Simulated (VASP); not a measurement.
Set up this calculation in VASP 6.6.1, as the native input.

- Task: relaxation of cell and atoms
- Functional: r2SCAN
- Potentials or basis: VASP PAW PBE potentials, release 64 (B, P)
- Cutoff: 600 eV
- k mesh: 8 × 8 × 8
- Occupations: gaussian, width 0.01 eV
- Spin: no spin polarisation
- Target pressure: 4 GPa
- Dipole correction: no
- Further INCAR settings: ALGO = Normal; EDIFF = 1e-06; IBRION = 2; EDIFFG = -0.002; NSW = 100; ISIF = 3

The system is BP.

```
CELL_PARAMETERS angstrom
0.00000 2.26826 2.26826
2.26826 0.00000 2.26826
2.26826 2.26826 0.00000
ATOMIC_POSITIONS crystal
B 0.00000 0.00000 0.00000
P 0.75000 0.75000 0.75000
```

These files were run (other wordings do the same):

POSCAR

```
BP
1.0
    0.0000000000      2.2682552984      2.2682552984
    2.2682552984      0.0000000000      2.2682552984
    2.2682552984      2.2682552984      0.0000000000
B P
1 1
Direct
    0.0000000000      0.0000000000      0.0000000000
    0.7500000000      0.7500000000      0.7500000000
```

INCAR.step1

```
SYSTEM = BP
  PREC = Accurate
  ENCUT = 600
  ISMEAR = 0
  SIGMA = 0.01
  LREAL = .False.
  LASPH = .True.
  NELM = 100
  GGA = PE
  ALGO = Normal
  EDIFF = 1E-4
  LWAVE = .True.
  LCHARG = .False.
```

INCAR.step2

```
SYSTEM = BP
  PREC = Accurate
  ENCUT = 600
  EDIFF = 1E-6
  ISMEAR = 0
  SIGMA = 0.01
  LREAL = .False.
  LASPH = .True.
  NELM = 100
  ALGO = Normal
  ISIF = 3
  LWAVE = .False.
  LCHARG = .False.
  METAGGA = R2SCAN
  LMIXTAU = .True.
  IBRION = 2
  NSW = 100
  EDIFFG = -0.002
  PSTRESS = 40.0
  ISTART = 1
```

KPOINTS

```
regular mesh
0
Gamma
  8 8 8
  0 0 0
```

Potentials or basis: VASP PAW PBE potentials, release 64 (B, P).

Launch:

```sh
$ cat potpaw_PBE.64/B/POTCAR potpaw_PBE.64/P/POTCAR > POTCAR
$ cp INCAR.step1 INCAR
$ mpirun -np 1 vasp_std > vasp.out
$ cp INCAR.step2 INCAR
$ mpirun -np 1 vasp_std > vasp.out
```

It gave:

```
Relaxed volume                                         : 11.38 Å³/atom
Relaxed cell                                           : a = 3.181 Å, b = 3.181 Å, c = 3.181 Å, α = 60.00°, β = 60.00°, γ = 60.00°
Space group after relaxing (to 0.05 Å)                 : F-43m (No. 216)
Energy change on relaxing (the enthalpy is what falls) : +3.1 meV/atom
Ionic steps                                            : 3
Pressure after relaxing                                : 4.0 GPa
Band gap on the k mesh                                 : 1.45 eV, indirect (least direct gap 3.68 eV)
```

Caveat: the cell is relaxed towards a set pressure, so the enthalpy falls and the energy may rise; the PAW data sets were made with another functional, which shifts forces and pressure a little.

Run time: 37 s on 1 thread of Intel(R) Xeon(R) 6975P-C (Granite Rapids) (shared host), peak memory 0.15 GiB.
